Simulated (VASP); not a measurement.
BaAu3: single point with PBE

BaAu3:

```
Ba Au
1.0
     4.76288    0.00000    0.00000
     0.00000    4.76288    0.00000
     0.00000    0.00000    4.76288
Ba Au
1 3
Direct
  0.00000 0.00000 0.00000
  0.00000 0.50000 0.50000
  0.50000 0.50000 0.00000
  0.50000 0.00000 0.50000
```

This cell differs from its parent crystal: volume scaled by 1.070.

```json
{
  "Program": "VASP 6.6.1",
  "Task": "single point",
  "Functional": "PBE",
  "Potentials or basis": "VASP PAW PBE potentials, release 64 (Ba_sv, Au)",
  "Cutoff": "520 eV",
  "k mesh": "8 × 8 × 8",
  "Occupations": "gaussian, width 0.05 eV",
  "Spin": "no spin polarisation",
  "Dipole correction": "no",
  "Further INCAR settings": "ALGO = Normal; EDIFF = 1e-06; NBANDS = 30"
}
```

```json
{"Pressure": "-2.2 GPa"}
```

Levels at points of the mesh, in eV from the Fermi level:
| k point | band 20 | band 21 | band 22 | band 23 | band 24 | band 25 |
| --- | --- | --- | --- | --- | --- | --- |
| (0.00, 0.00, 0.00) | -1.89 | 1.19 | 1.19 | 2.67 | 2.67 | 2.67 |
| (0.50, 0.00, 0.00) | -2.37 | -1.89 | 1.81 | 1.97 | 1.97 | 2.33 |
| (0.50, 0.50, 0.00) | -2.56 | -0.56 | -0.56 | -0.16 | 2.87 | 2.87 |
| (0.50, 0.50, 0.50) | -0.16 | -0.16 | -0.16 | 0.45 | 2.05 | 2.05 |

Run time: 41 s on 1 thread of Intel(R) Xeon(R) 6975P-C (Granite Rapids), with other jobs on the host, peak memory 0.26 GiB.

Caveat: spin-orbit coupling is left out, which moves the levels of the heavy elements.
